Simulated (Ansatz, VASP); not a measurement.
**Sb2TeO5 in VASP and in Ansatz**

```
Sb Te O
1.0
    -2.21868    2.21868    5.99016
     2.21868   -2.21868    5.99016
     2.21868    2.21868   -5.99016
Sb Te O
2 1 5
Direct
  0.18089 0.18089 0.00000
  0.81911 0.81911 0.00000
  0.50000 0.50000 0.00000
  0.75000 0.25000 0.50000
  0.25000 0.75000 0.50000
  0.50000 0.00000 0.50000
  0.00000 0.50000 0.50000
  0.00000 0.00000 0.00000
```

Alike in both runs: functional PBE; k mesh 3 × 3 × 3; occupations gaussian, width 0.15 eV; no spin polarisation.

Ansatz relaxed the structure, and its values are those at the end. VASP's run is a single point on that final structure, the one shown.

```csv
,VASP,Ansatz
version,VASP 6.6.1,Ansatz 0.2.0
potentials or method,"VASP PAW PBE potentials, release 64 (Sb, Te, O), cutoff 520 eV","scalar-relativistic, plane waves, PAW"
valence electrons in the cell,46,76
```

Ansatz gave:

| Item | Value |
| --- | --- |
| gap on the k mesh at the Fermi level (eV) | none |
| pressure (GPa) | 0.2 |
| rms of the force components (eV/Å) | 0.005 |

Which values does VASP return?

gap on the k mesh at the Fermi level (eV): none; pressure (GPa): -0.6; rms of the force components (eV/Å): 0.009.

A gap of «none» marks a metal or a gap that the smearing closes. The functional is the same, so the differences come from potentials, cutoffs and numerics. VASP's potentials hold 46 valence electrons a cell and Ansatz's 76, so a difference there can come from the potentials and not from the codes.

The k mesh is coarse, so the values compare programs but aren't converged. Neither program's run includes spin-orbit coupling.
